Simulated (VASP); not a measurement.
# BN (P6_3/mmc) in VASP: single point with HSE06

Aim: the single point of BN with HSE06.

All numbers are computed with VASP 6.6.1; they aren't measurements. Logs are shortened: lines on timing, memory, paths and dates and some standing lists are left out, and cuts for length are marked.

## 1. The cell of the first run

It takes space group P6_3/mmc (No. 194, hexagonal). The conventional cell has a = 2.506 Å, b = 2.506 Å, c = 6.614 Å, α = 90.00°, β = 90.00°, γ = 120.00°. B (site symmetry -6m2) has 3 N at 1.45 Å within 1.9 Å. N (site symmetry -6m2) has 3 B at 1.45 Å within 1.9 Å.

## 2. Single point, HSE06

Contents of POSCAR:

```
BN
1.0
    2.5064254183      0.0000000000      0.0000000000
   -1.2532127092      2.1706280850      0.0000000000
    0.0000000000      0.0000000000      6.6141241205
B N
2 2
Direct
    0.3333333333      0.6666666667      0.2500000000
    0.6666666667      0.3333333333      0.7500000000
    0.3333333333      0.6666666667      0.7500000000
    0.6666666667      0.3333333333      0.2500000000
```

Contents of INCAR.step1:

```
SYSTEM = BN
ALGO = Normal
EDIFF = 1E-5
ENCUT = 520
GGA = PE
ISIF = 2
ISMEAR = 0
KPAR = 2
LASPH = .TRUE.
LREAL = .FALSE.
LWAVE = .TRUE.
NBANDS = 16
NELM = 100
PREC = Accurate
SIGMA = 0.01
```

Contents of INCAR.step2:

```
SYSTEM = BN
ALGO = Normal
EDIFF = 1E-6
ENCUT = 520
GGA = PE
HFSCREEN = 0.2079
ISIF = 2
ISMEAR = 0
ISTART = 1
KPAR = 2
LASPH = .TRUE.
LCHARG = .TRUE.
LHFCALC = .TRUE.
LREAL = .FALSE.
LVHAR = .TRUE.
LWAVE = .FALSE.
NBANDS = 16
NELM = 100
PREC = Accurate
PRECFOCK = Normal
SIGMA = 0.01
```

Contents of KPOINTS:

```
k-points
0
G
  9 9 4
  0 0 0
```

Potentials or basis: VASP PAW PBE potentials, release 64 (B, N).

Command:

```bash
> cat potpaw_PBE.64/B/POTCAR potpaw_PBE.64/N/POTCAR > POTCAR
> cp INCAR.step1 INCAR
> mpirun -np 2 vasp_std > vasp.out
> cp INCAR.step2 INCAR
> mpirun -np 2 vasp_std > vasp.out
```

OUTCAR:

```text
SYSTEM = BN
   EDIFF = 1E-6
   ENCUT = 520
   GGA = PE
   HFSCREEN = 0.2079
   ISIF = 2
   ISMEAR = 0
   ISTART = 1
   LASPH = .TRUE.
   LHFCALC = .TRUE.
   LREAL = .FALSE.
   NELM = 100
   PREC = Accurate
   PRECFOCK = Normal

 ion  position               nearest neighbor table
   1  0.333  0.667  0.250-   4 1.45   4 1.45   4 1.45
   2  0.667  0.333  0.750-   3 1.45   3 1.45   3 1.45
   3  0.333  0.667  0.750-   2 1.45   2 1.45   2 1.45
   4  0.667  0.333  0.250-   1 1.45   1 1.45   1 1.45

  LATTYP: Found a hexagonal cell.
 ALAT       =     2.5064254183
 C/A-ratio  =     2.6388673177

  Lattice vectors:

 A1 = (   2.5064254183,   0.0000000000,   0.0000000000)
 A2 = (  -1.2532127092,   2.1706280850,   0.0000000000)
 A3 = (   0.0000000000,   0.0000000000,   6.6141241205)

Analysis of symmetry for initial positions (statically):
=====================================================================
 Subroutine PRICEL returns:
 Original cell was already a primitive cell.

 Routine SETGRP: Setting up the symmetry group for a
 hexagonal supercell.

 Subroutine GETGRP returns: Found 24 space group operations
 (whereof 12 operations were pure point group operations)
 out of a pool of 24 trial point group operations.

The static configuration has the point symmetry D_3d.
 The point group associated with its full space group is D_6h.

Analysis of symmetry for dynamics (positions and initial velocities):
=====================================================================
 Subroutine PRICEL returns:
 Original cell was already a primitive cell.

 Routine SETGRP: Setting up the symmetry group for a
 hexagonal supercell.

 Subroutine GETGRP returns: Found 24 space group operations
 (whereof 12 operations were pure point group operations)
 out of a pool of 24 trial point group operations.

The dynamic configuration has the point symmetry D_3d.
 The point group associated with its full space group is D_6h.

 Subroutine INISYM returns: Found 24 space group operations
 (whereof 12 operations are pure point group operations),
 and found     1 'primitive' translations

----------------------------------------------------------------------------------------

                                     Primitive cell

  volume of cell :      35.9843

  direct lattice vectors                    reciprocal lattice vectors
     2.506425418  0.000000000  0.000000000     0.398974569  0.230348075  0.000000000
    -1.253212709  2.170628085  0.000000000     0.000000000  0.460696149  0.000000000
     0.000000000  0.000000000  6.614124120     0.000000000  0.000000000  0.151191599

  length of vectors
     2.506425418  2.506425418  6.614124120     0.460696149  0.460696149  0.151191599

  position of ions in fractional coordinates (direct lattice)
     0.333333333  0.666666667  0.250000000
     0.666666667  0.333333333  0.750000000
     0.333333333  0.666666667  0.750000000
     0.666666667  0.333333333  0.250000000

  ion indices of the primitive-cell ions
   primitive index   ion index
                 1           1
                 2           2
                 3           3
                 4           4

----------------------------------------------------------------------------------------

 KPOINTS: k-points

Automatic generation of k-mesh.
 Grid dimensions read from file:
 generate k-points for:    9    9    4

 Generating k-lattice:

  Cartesian coordinates                     Fractional coordinates (reciprocal lattice)
     0.044330508  0.025594231  0.000000000     0.111111111  0.000000000  0.000000000
     0.000000000  0.051188461  0.000000000     0.000000000  0.111111111  0.000000000
     0.000000000  0.000000000  0.037797900     0.000000000  0.000000000  0.250000000

  Length of vectors
     0.051188461  0.051188461  0.037797900

  Shift w.r.t. Gamma in fractional coordinates (k-lattice)
     0.000000000  0.000000000  0.000000000

 Subroutine IBZKPT returns following result:
 ===========================================

 Found     36 irreducible k-points:

 Following reciprocal coordinates:
            Coordinates               Weight
  0.000000  0.000000  0.000000      1.000000
  0.111111 -0.000000  0.000000      6.000000
  0.222222  0.000000  0.000000      6.000000
  0.333333  0.000000  0.000000      6.000000
  0.444444  0.000000  0.000000      6.000000
  0.111111  0.111111  0.000000      6.000000
[... 16 lines left out ...]
  0.333333  0.222222  0.250000     24.000000
  0.333333  0.333333  0.250000      4.000000
 [... further k-points ...]
   k-points           NKPTS =     36   k-points in BZ     NKDIM =    324   number of bands    NBANDS=     16
   number of dos      NEDOS =    301   number of ions     NIONS =      4
   total plane-waves  NPLWV =  20000
   dimension x,y,z NGX =    20 NGY =   20 NGZ =   50
   dimension x,y,z NGXF=    40 NGYF=   40 NGZF=  100
   ions per type =               2   2
   NGX,Y,Z   is equivalent  to a cutoff of  13.27, 13.27, 12.57 a.u.
   NGXF,Y,Z  is equivalent  to a cutoff of  26.53, 26.53, 25.13 a.u.
 SYSTEM =  BN
   PREC   = accura    normal or accurate (medium, high low for compatibility)
   ISTART =      1    job   : 0-new  1-cont  2-samecut
   ICHARG =      0    charge: 1-file 2-atom 10-const
   ISPIN  =      1    spin polarized calculation?
   LNONCOLLINEAR =      F non collinear calculations
   LSORBIT =      F    spin-orbit coupling
   LASPH  =      T    aspherical Exc in radial PAW
   ENCUT  =  520.0 eV  38.22 Ry    6.18 a.u.   4.66  4.66 12.30*2*pi/ulx,y,z
   NELM   =    100;   NELMIN=  2; NELMDL=  0     # of ELM steps
   EDIFF  = 0.1E-05   stopping-criterion for ELM
   LREAL  =      F    real-space projection
   EDIFFG = 0.1E-04   stopping-criterion for IOM
   NSW    =      0    number of steps for IOM
   IBRION =     -1    ionic relax: 0-MD 1-quasi-New 2-CG
   NFREE  =      0    steps in history (QN), initial steepest desc. (CG)
   ISIF   =      2    stress and relaxation
   ISYM   =      3    0-nonsym 1-usesym 2-fastsym
   POTIM  = 0.5000    time-step for ionic-motion
   TEBEG  =    0.0;   TEEND  =   0.0 temperature during run
   PSTRESS=    0.0 pullay stress
   NELECT =      16.0000    total number of electrons
   NUPDOWN=      -1.0000    fix difference up-down
   EMIN   =  10.00;   EMAX   =-10.00  energy-range for DOS
   EFERMI =   0.00;   METHOD = LEGACY
   ISMEAR =     0;   SIGMA  =   0.01  broadening in eV -4-tet -1-fermi 0-gaus
   EFERMI_NEDOS =   21; number of points for ismear=-14 and -15
   IALGO  =     38    algorithm
   IMIX   =      1    mixing-type and parameters
     AMIX     =   0.40;   BMIX     =  1.00
     AMIX_MAG =   1.60;   BMIX_MAG =  1.00
  volume/ion in A,a.u.               =       9.00        60.71
  Fermi-wavevector in a.u.,A,eV,Ry     =   1.249522  2.361255 21.242854  1.561306
  Thomas-Fermi vector in A             =   2.383559
   LORBIT       =      0    0 simple, 1 ext, 2 COOP (PROOUT), +10 PAW based schemes
   GGA     = PE    functional components
   LHFCALC =     T    Hartree Fock is set to
   PRECFOCK=normal    Normal, Fast or Accurate (Low or Medium for compatibility)
   ENCUT4O =  -1.0   cutoff for four orbital integrals eV
   NKREDX  =     1    reduce k-point grid by
   NKREDY  =     1    reduce k-point grid by
   NKREDZ  =     1    reduce k-point grid by
   AEXX    =    0.2500 exact exchange contribution
   HFSCREEN=    0.2079 screening length (either q_TF or 0.3 A-1)
   HFSCREENC=   0.2079 screening length for correlation (either q_TF or 0.3 A-1)
   ENCUTFOCK=  -1.0 apply spherical cutoff to Coloumb kernel
   IVDW    =     0    specifies the selected vdW correction
   LEPSILON=     F    determine dielectric tensor
   LRPA    =     F    only Hartree local field effects (RPA)
 non-spin polarized calculation
 Gauss-broadening in eV      SIGMA  =   0.01
  energy-cutoff  :      520.00
  volume of cell :       35.98
 maximum number of plane-waves:       985
 NGX is ok and might be reduce to    20
  NGX = 14; NGY = 14; NGZ = 40

 number of electron      15.9999997 magnetization

 Free energy of the ion-electron system (eV)
  ---------------------------------------------------
  ext. energy  EPLUGINS =         0.00000000
  ---------------------------------------------------
  free energy    TOTEN  =       -40.77630130 eV

  energy without entropy =      -40.77630130  energy(sigma->0) =      -40.77630130

 E-fermi :   1.5186     XC(G=0):  -8.3372

 val. band max:        1.4764164590   @ k =   0.3333   0.3333   0.5000
 cond. band min:       7.1923124751   @ k =   0.4444   0.1111   0.0000
 fundamental gap:      5.7158960161
 Fermi energy:         1.5186006926

 k-point     1 :       0.0000    0.0000    0.0000
  band No.  band energies     occupation
      1     -18.1054      2.00000
      2     -17.7852      2.00000
      3      -5.3077      2.00000
      4      -2.9672      2.00000
      5      -0.0950      2.00000
      6      -0.0950      2.00000
[... 8 lines left out ...]
     15      15.5153      0.00000
     16      16.7110      0.00000

 k-point     2 :       0.1111   -0.0000    0.0000
  band No.  band energies     occupation
      1     -17.8443      2.00000
      2     -17.5329      2.00000
      3      -4.9424      2.00000
      4      -2.6394      2.00000
      5      -1.1323      2.00000
      6      -1.0908      2.00000
[... 8 lines left out ...]
     15      15.9897      0.00000
     16      16.3857      0.00000

 k-point     3 :       0.2222    0.0000    0.0000
  band No.  band energies     occupation
      1     -17.0882      2.00000
      2     -16.8044      2.00000
      3      -3.8707      2.00000
      4      -3.5247      2.00000
      5      -3.4608      2.00000
      6      -1.6947      2.00000
[... 8 lines left out ...]
     15      18.6624      0.00000
     16      18.7986      0.00000
[... 362 lines left out ...]
 k-point    23 :       0.3333    0.2222    0.2500
  band No.  band energies     occupation
      1     -14.3783      2.00000
      2     -14.3100      2.00000
      3      -7.4954      2.00000
      4      -7.4348      2.00000
      5      -5.2896      2.00000
      6      -5.2332      2.00000
[... 8 lines left out ...]
     15      18.7987      0.00000
     16      20.1287      0.00000

 k-point    24 :       0.3333    0.3333    0.2500
  band No.  band energies     occupation
      1     -13.9904      2.00000
      2     -13.9904      2.00000
      3      -7.1998      2.00000
      4      -7.0758      2.00000
      5      -6.4679      2.00000
      6      -6.4679      2.00000
[... 8 lines left out ...]
     15      20.2820      0.00000
     16      21.1509      0.00000

 [... further k-points ...]

------------------------ aborting loop because EDIFF is reached ----------------------------------------

  FORCE on cell =-STRESS in cart. coord.  units (eV):
  Direction    XX          YY          ZZ          XY          YZ          ZX
  --------------------------------------------------------------------------------------
  -------------------------------------------------------------------------------------
  Total       -0.9826385     -0.9826385      0.5259258      0.0000000     -0.0000000      0.0000000
  in kB      -43.7513877    -43.7513877     23.4165295      0.0000000     -0.0000000      0.0000000
  external PRESSURE =     -21.3620819 kB  Pullay stress =       0.0000000 kB

 VOLUME and BASIS-vectors are now :
 -----------------------------------------------------------------------------
  energy-cutoff  :      520.00
  volume of cell :       35.98
      direct lattice vectors                 reciprocal lattice vectors
     2.506425418  0.000000000  0.000000000     0.398974569  0.230348075  0.000000000
    -1.253212709  2.170628085  0.000000000     0.000000000  0.460696149  0.000000000
     0.000000000  0.000000000  6.614124120     0.000000000  0.000000000  0.151191599

 POSITION                                       TOTAL-FORCE (eV/Angst)
 -----------------------------------------------------------------------------------
     -0.00000      1.44709      1.65353         0.000000     -0.000000     -0.000000
      1.25321      0.72354      4.96059        -0.000000      0.000000     -0.000000
     -0.00000      1.44709      4.96059         0.000000     -0.000000     -0.000000
      1.25321      0.72354      1.65353        -0.000000      0.000000      0.000000
 -----------------------------------------------------------------------------------
    total drift:                                0.000000      0.000000      0.000000

  FREE ENERGIE OF THE ION-ELECTRON SYSTEM (eV)
  ---------------------------------------------------
  free  energy   TOTEN  =       -40.7763013041 eV

  energy  without entropy=      -40.7763013041  energy(sigma->0) =      -40.77630130
```

Run time: 19 min. Hardware: 2 MPI ranks of Intel Xeon Platinum 8488C (Sapphire Rapids), shared host; peak memory 0.27 GiB.

Results:

```
Free energy            : -40.7763 eV
Pressure               : -2.1 GPa
Band gap on the k mesh : 5.72 eV (least direct gap 6.04 eV)
```

Levels at points of the mesh, in eV from the valence-band top:
| k point | band 5 | band 6 | band 7 | band 8 | band 9 | band 10 | band 11 | band 12 |
| --- | --- | --- | --- | --- | --- | --- | --- | --- |
| (0.00, 0.00, 0.00) | -1.57 | -1.57 | -1.53 | -1.53 | 6.46 | 12.09 | 13.27 | 13.27 |
| (0.00, 0.00, 0.50) | -1.55 | -1.55 | -1.55 | -1.55 | 9.04 | 9.04 | 13.34 | 13.34 |

Caveat: the stress differs along the axes, from -4 to 2 GPa; the PAW data sets were made with another functional, which shifts forces and pressure a little; this functional lacks dispersion, which binds layers or chains, so the pressure and a relaxed spacing across them are unreliable. A k mesh can miss the band edges.
